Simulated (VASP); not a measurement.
Wanted: the native input for a VASP 6.6.1 run.

```yaml
Task: single point
Functional: r2SCAN
Potentials_or_basis: VASP PAW PBE potentials, release 64 (Sn_d, O_h)
Cutoff: 910 eV
k_mesh: 8 × 8 × 8
Occupations: fermi-dirac, width 0.02 eV
Spin: no spin polarisation
Dipole_correction: no
Second_run: hard_potentials
Further_INCAR_settings: ALGO = Normal; EDIFF = 1e-06; NBANDS = 20
```

The system is SnO2.

```
Sn O
1.0
     0.00000    2.53347    2.53347
     2.53347    0.00000    2.53347
     2.53347    2.53347    0.00000
Sn O
1 2
Direct
  0.00000 0.00000 0.00000
  0.25000 0.25000 0.25000
  0.75000 0.75000 0.75000
```

These files were run (other wordings do the same):

POSCAR

```
SnO2
1.0
    0.0000000000      2.5334667554      2.5334667554
    2.5334667554      0.0000000000      2.5334667554
    2.5334667554      2.5334667554      0.0000000000
Sn O
1 2
Direct
    0.0000000000      0.0000000000      0.0000000000
    0.2500000000      0.2500000000      0.2500000000
    0.7500000000      0.7500000000      0.7500000000
```

INCAR.step1

```
SYSTEM = SnO2
  PREC = Accurate
  ENCUT = 910
  ISMEAR = -1
  SIGMA = 0.02
  LREAL = .False.
  LASPH = .True.
  NELM = 120
  NBANDS = 20
  GGA = PE
  ALGO = Normal
  EDIFF = 1E-5
  LWAVE = .True.
  LCHARG = .False.
  GGA_COMPAT = .False.
```

INCAR.step2

```
SYSTEM = SnO2
  PREC = Accurate
  ENCUT = 910
  EDIFF = 1E-6
  ISMEAR = -1
  SIGMA = 0.02
  LREAL = .False.
  LASPH = .True.
  NELM = 120
  ALGO = Normal
  ISIF = 2
  LWAVE = .False.
  LCHARG = .False.
  METAGGA = R2SCAN
  LMIXTAU = .True.
  NBANDS = 20
  ISTART = 1
  GGA_COMPAT = .False.
```

KPOINTS

```
regular mesh
0
Gamma
  8 8 8
  0 0 0
```

Potentials or basis: VASP PAW PBE potentials, release 64 (Sn_d, O_h).

Launch:

```sh
$ cat potpaw_PBE.64/Sn_d/POTCAR potpaw_PBE.64/O_h/POTCAR > POTCAR
$ cp INCAR.step1 INCAR
$ mpirun -np 1 vasp_std > vasp.out
$ cp INCAR.step2 INCAR
$ mpirun -np 1 vasp_std > vasp.out
```

Results of the run:

* Pressure: 1.0 GPa
* Band gap on the k mesh: 0.86 eV, indirect (least direct gap 2.29 eV)

Caveat: the cutoff is under 1.25 times the usual one of these potentials, so pressure, stress and relaxed cells hold a basis-set (Pulay) error; the PAW data sets were made with another functional, which shifts forces and pressure a little; spin-orbit coupling is left out, which moves the levels of the heavy elements.

Run time: 2.8 min on 1 thread of Intel(R) Xeon(R) Platinum 8175M CPU @ 2.50GHz (Skylake/Cascade Lake), on a shared host, peak memory 0.24 GiB.
